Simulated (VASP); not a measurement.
# CuSn3S8 (a cell with a defect) in VASP: single point with PBE+U

Aim: the single point of CuSn3S8 (a cell with a defect) with PBE+U.

Program: VASP 6.6.1. These are calculated values, not measurements. Logs are shortened: lines on timing, memory, paths and dates and some standing lists are left out, and cuts for length are marked.

## 1. The cell of the first run

The cell holds a defect, 12 atoms: a = 7.213 Å, b = 7.213 Å, c = 5.544 Å, α = 90.00°, β = 90.00°, γ = 120.00°.

## 2. Single point, PBE+U

INCAR reads:

```
SYSTEM = CuSn3S8
  PREC = Accurate
  ENCUT = 520
  EDIFF = 1E-6
  ISMEAR = 0
  SIGMA = 0.01
  LREAL = .False.
  LASPH = .True.
  NELM = 150
  ALGO = Normal
  ISIF = 2
  LWAVE = .False.
  LCHARG = .False.
  LMAXMIX = 4
  LDAU = .True.
  LDAUTYPE = 2
  LDAUL = 2 -1 -1
  LDAUU = 4 0 0
  LDAUJ = 0 0 0
  LDAUPRINT = 1
  GGA = PE
  NBANDS = 62
```

KPOINTS reads:

```
Automatic mesh
0
Gamma
  2 2 3
  0 0 0
```

POSCAR reads:

```
CuSn3S8
1.0
    7.2133966900      0.0000000000      0.0000000000
   -3.6066983400      6.2469847800      0.0000000000
    0.0000000000      0.0000000000      5.5440000000
Cu Sn S
1 3 8
Direct
    0.0000000000      0.0000000000      0.0000000000
    0.0000000000      0.5000000000      0.0000000000
    0.5000000000      0.0000000000      0.0000000000
    0.5000000000      0.5000000000      0.0000000000
    0.1666666700      0.3333333300      0.7369000000
    0.1666666700      0.8333333300      0.7369000000
    0.6666666700      0.3333333300      0.7369000000
    0.6666666700      0.8333333300      0.7369000000
    0.3333333300      0.1666666700      0.2631000000
    0.3333333300      0.6666666700      0.2631000000
    0.8333333300      0.1666666700      0.2631000000
    0.8333333300      0.6666666700      0.2631000000
```

Potentials or basis: VASP PAW PBE potentials, release 64 (Cu, Sn_d, S).

The run is started by

```console
$ cat potpaw_PBE.64/Cu/POTCAR potpaw_PBE.64/Sn_d/POTCAR potpaw_PBE.64/S/POTCAR > POTCAR
$ mpirun -np 1 vasp_std > vasp.out
```

OUTCAR:

```text
SYSTEM = CuSn3S8
   PREC = Accurate
   ENCUT = 520
   EDIFF = 1E-6
   ISMEAR = 0
   LREAL = .False.
   LASPH = .True.
   NELM = 150
   ISIF = 2
   GGA = PE

 ion  position               nearest neighbor table
   1  0.000  0.000  0.000-   5 2.54  12 2.54   9 2.54   8 2.54  11 2.54   6 2.54
   2  0.000  0.500  0.000-   6 2.54  11 2.54  10 2.54   7 2.54   5 2.54  12 2.54   4 3.61   4 3.61
                             3 3.61   3 3.61
   3  0.500  0.000  0.000-   7 2.54  10 2.54   6 2.54  11 2.54   8 2.54   9 2.54   4 3.61   4 3.61
                             2 3.61   2 3.61
   4  0.500  0.500  0.000-   8 2.54   9 2.54   5 2.54  12 2.54  10 2.54   7 2.54   3 3.61   3 3.61
                             2 3.61   2 3.61
   5  0.167  0.333  0.737-   1 2.54   4 2.54   2 2.54
   6  0.167  0.833  0.737-   2 2.54   3 2.54   1 2.54
   7  0.667  0.333  0.737-   3 2.54   2 2.54   4 2.54
   8  0.667  0.833  0.737-   4 2.54   1 2.54   3 2.54
   9  0.333  0.167  0.263-   4 2.54   1 2.54   3 2.54
  10  0.333  0.667  0.263-   3 2.54   2 2.54   4 2.54
  11  0.833  0.167  0.263-   2 2.54   3 2.54   1 2.54
  12  0.833  0.667  0.263-   1 2.54   4 2.54   2 2.54

  LATTYP: Found a hexagonal cell.
 ALAT       =     7.2133966900
 C/A-ratio  =     0.7685699592

  Lattice vectors:

 A1 = (   7.2133966900,   0.0000000000,   0.0000000000)
 A2 = (  -3.6066983400,   6.2469847800,   0.0000000000)
 A3 = (   0.0000000000,   0.0000000000,   5.5440000000)

Analysis of symmetry for initial positions (statically):
=====================================================================
 Subroutine PRICEL returns:
 Original cell was already a primitive cell.

 Routine SETGRP: Setting up the symmetry group for a
 hexagonal supercell.

 Subroutine GETGRP returns: Found 12 space group operations
 (whereof 12 operations were pure point group operations)
 out of a pool of 24 trial point group operations.

The static configuration has the point symmetry D_3d.

Analysis of symmetry for dynamics (positions and initial velocities):
=====================================================================
 Subroutine PRICEL returns:
 Original cell was already a primitive cell.
[... 174 lines left out ...]
  o =  0.8708  v = -0.4629 -0.5035 -0.0000 -0.6281 -0.3711  0.0000  0.0000  0.0000  0.0000  0.0000      0.0000  0.0000  0.0000  0.0000  0.0000  0.0000  0.0000  0.0000  0.0000  0.0000
  o =  0.8708  v =  0.0000  0.0000  0.0000  0.0000  0.0000 -0.4629 -0.5035 -0.0000 -0.6281 -0.3711      0.0000  0.0000  0.0000  0.0000  0.0000  0.0000  0.0000  0.0000  0.0000  0.0000
  o =  0.9548  v =  0.0000  0.0000  0.0000  0.0000  0.0000 -0.5035 -0.4629 -0.0000  0.3711  0.6281      0.0000  0.0000  0.0000  0.0000  0.0000  0.0000  0.0000  0.0000  0.0000  0.0000
  o =  0.9548  v = -0.5035 -0.4629 -0.0000  0.3711  0.6281  0.0000  0.0000  0.0000  0.0000  0.0000      0.0000  0.0000  0.0000  0.0000  0.0000  0.0000  0.0000  0.0000  0.0000  0.0000
  o =  0.9548  v =  0.6281 -0.3711  0.0000 -0.4629  0.5035  0.0000  0.0000  0.0000  0.0000  0.0000      0.0000  0.0000  0.0000  0.0000  0.0000  0.0000  0.0000  0.0000  0.0000  0.0000
  o =  0.9548  v =  0.0000  0.0000  0.0000  0.0000  0.0000  0.6281 -0.3711  0.0000 -0.4629  0.5035      0.0000  0.0000  0.0000  0.0000  0.0000  0.0000  0.0000  0.0000  0.0000  0.0000
  o =  0.9588  v = -0.0000  0.0000  1.0000  0.0000 -0.0000  0.0000  0.0000  0.0000  0.0000  0.0000      0.0000  0.0000  0.0000  0.0000  0.0000  0.0000  0.0000  0.0000  0.0000  0.0000
  o =  0.9588  v =  0.0000  0.0000  0.0000  0.0000  0.0000 -0.0000  0.0000  1.0000  0.0000 -0.0000      0.0000  0.0000  0.0000  0.0000  0.0000  0.0000  0.0000  0.0000  0.0000  0.0000

 number of electron     101.0000014 magnetization

 Free energy of the ion-electron system (eV)
  ---------------------------------------------------
  ext. energy  EPLUGINS =         0.00000000
  ---------------------------------------------------
  free energy    TOTEN  =       -48.04076996 eV

  energy without entropy =      -48.03948444  energy(sigma->0) =      -48.04012720

 E-fermi :   5.2008     XC(G=0):  -9.9572

 val. band max:        5.1514813218   @ k =   0.5000  -0.0000   0.3333
 cond. band min:       5.2038107920   @ k =   0.5000  -0.0000   0.0000
 fundamental gap:      0.0523294702
 Fermi energy:         5.2007650901

 k-point     1 :       0.0000    0.0000    0.0000
  band No.  band energies     occupation
      1     -16.0829      2.00000
      2     -16.0289      2.00000
      3     -16.0289      2.00000
      4     -15.9724      2.00000
      5     -15.9724      2.00000
      6     -15.9475      2.00000
[... 249 lines left out ...]
     61      11.3162      0.00000
     62      11.4649      0.00000

------------------------ aborting loop because EDIFF is reached ----------------------------------------

  FORCE on cell =-STRESS in cart. coord.  units (eV):
  Direction    XX          YY          ZZ          XY          YZ          ZX
  --------------------------------------------------------------------------------------
  -------------------------------------------------------------------------------------
  Total        4.7771012      4.7771012      4.0725009      0.0000000      0.0000000      0.0000000
  in kB       30.6366683     30.6366683     26.1179016      0.0000000      0.0000000      0.0000000
  external PRESSURE =      29.1304128 kB  Pullay stress =       0.0000000 kB

 VOLUME and BASIS-vectors are now :
 -----------------------------------------------------------------------------
  energy-cutoff  :      520.00
  volume of cell :      249.82
      direct lattice vectors                 reciprocal lattice vectors
     7.213396690  0.000000000  0.000000000     0.138630945  0.080038613  0.000000000
    -3.606698340  6.246984780  0.000000000     0.000000000  0.160077227  0.000000000
     0.000000000  0.000000000  5.544000000     0.000000000  0.000000000  0.180375180

 POSITION                                       TOTAL-FORCE (eV/Angst)
 -----------------------------------------------------------------------------------
      0.00000      0.00000      0.00000        -0.000000      0.000000      0.000000
     -1.80335      3.12349      0.00000        -0.000000      0.000000      0.000000
      3.60670      0.00000      0.00000        -0.000000      0.000000      0.000000
      1.80335      3.12349      0.00000        -0.000000      0.000000      0.000000
      0.00000      2.08233      4.08537        -0.000000     -0.541189      0.355007
     -1.80335      5.20582      4.08537        -0.468683      0.270594      0.355007
      3.60670      2.08233      4.08537        -0.000000     -0.000000     -0.475855
      1.80335      5.20582      4.08537         0.468683      0.270594      0.355007
      1.80335      1.04116      1.45863        -0.468683     -0.270594     -0.355007
     -0.00000      4.16466      1.45863        -0.000000      0.000000      0.475855
      5.41005      1.04116      1.45863         0.468683     -0.270594     -0.355007
      3.60670      4.16466      1.45863         0.000000      0.541189     -0.355007
 -----------------------------------------------------------------------------------
    total drift:                                0.000000     -0.000000      0.000000

  FREE ENERGIE OF THE ION-ELECTRON SYSTEM (eV)
  ---------------------------------------------------
  free  energy   TOTEN  =       -48.0407699609 eV

  energy  without entropy=      -48.0394844416  energy(sigma->0) =      -48.04012720
```

OSZICAR:

```text
N       E                     dE             d eps       ncg     rms          rms(c)
DAV:   1     0.124904788488E+04    0.12490E+04   -0.43412E+04   504   0.199E+03
DAV:   2     0.203804560558E+03   -0.10452E+04   -0.10107E+04   504   0.587E+02
DAV:   3    -0.304580360011E+02   -0.23426E+03   -0.22478E+03   592   0.228E+02
[... 12 lines left out ...]
DAV:  16    -0.480408483175E+02    0.96735E-04   -0.29270E-04   712   0.128E-01    0.715E-02
DAV:  17    -0.480407972596E+02    0.51058E-04   -0.37822E-05   640   0.109E-01    0.437E-02
DAV:  18    -0.480407684608E+02    0.28799E-04   -0.51322E-05   648   0.129E-01    0.132E-02
DAV:  19    -0.480407698079E+02   -0.13472E-05   -0.34422E-05   696   0.463E-02    0.340E-03
DAV:  20    -0.480407699609E+02   -0.15301E-06   -0.28055E-06   384   0.818E-03
   1 F= -.48040770E+02 E0= -.48040127E+02  d E =-.128552E-02
```

Wall time 82 s (1 thread of Intel Xeon Platinum 8375C at 2.90GHz (Ice Lake), shared host); peak memory 0.36 GiB.

Results:

- Free energy: -48.0408 eV
- Pressure: 2.9 GPa
- Largest force: 0.647 eV/Å

Forces on the atoms (eV/Å):
```
Cu   0.000  0.000  0.000
Sn   0.000  0.000  0.000
Sn   0.000  0.000  0.000
Sn   0.000  0.000  0.000
S    0.000 -0.541  0.355
S   -0.469  0.271  0.355
S    0.000  0.000 -0.476
S    0.469  0.271  0.355
S   -0.469 -0.271 -0.355
S    0.000  0.000  0.476
S    0.469 -0.271 -0.355
S    0.000  0.541 -0.355
```

Stress tensor (GPa, compression positive):
```
3.06 0.00 0.00
0.00 3.06 0.00
0.00 0.00 2.61
```

Levels at points of the mesh, in eV from the Fermi level:
```
           k point  band 46  band 47  band 48  band 49  band 50  band 51  band 52  band 53  band 54  band 55
(0.00, 0.00, 0.00)    -0.57    -0.53    -0.53    -0.43     0.17     0.22     0.22     1.86     2.00     2.00
(0.50, 0.00, 0.00)    -1.41    -1.11    -0.93    -0.27    -0.17     0.00     0.31     1.99     2.36     2.72
```

Eigenvalues of the final occupation matrices:
| site | spin | trace | eigenvalues |
| --- | --- | --- | --- |
| site 1 d | 1 | 4.61 | 0.87 0.87 0.95 0.95 0.96 |
| site 1 d | 2 | 4.61 | 0.87 0.87 0.95 0.95 0.96 |

Caveat: the k points lie up to 0.50 Å⁻¹ apart; spin-orbit coupling is left out, which moves the levels of the heavy elements; U without spin polarisation on a metal has little footing.
